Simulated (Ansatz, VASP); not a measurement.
# Sn: VASP beside Ansatz

```
CELL_PARAMETERS angstrom
0.00000 3.40062 3.40062
3.40062 0.00000 3.40062
3.40062 3.40062 0.00000
ATOMIC_POSITIONS crystal
Sn 0.50000 0.50000 0.50000
Sn 0.75000 0.75000 0.75000
```

Alike in both runs: task single point; functional revPBE; k mesh 13 × 13 × 13; occupations fermi-dirac, width 0.1 eV; no spin polarisation.

|  | VASP | Ansatz |
| --- | --- | --- |
| version | VASP 6.6.1 | Ansatz 0.2.0 |
| potentials or method | VASP PAW PBE potentials, release 64 (Sn_d), cutoff 520 eV | plane waves (420 eV) with PAW, scalar-relativistic |
| valence electrons in the cell | 28 | 28 |

```csv
,VASP,Ansatz,Ansatz less VASP
pressure (GPa),-1.2,-1.2,+0.02
```

VASP's potentials were made for PBE, not for revPBE. With one functional, cell and mesh, what is left measures potentials, basis and numerics.
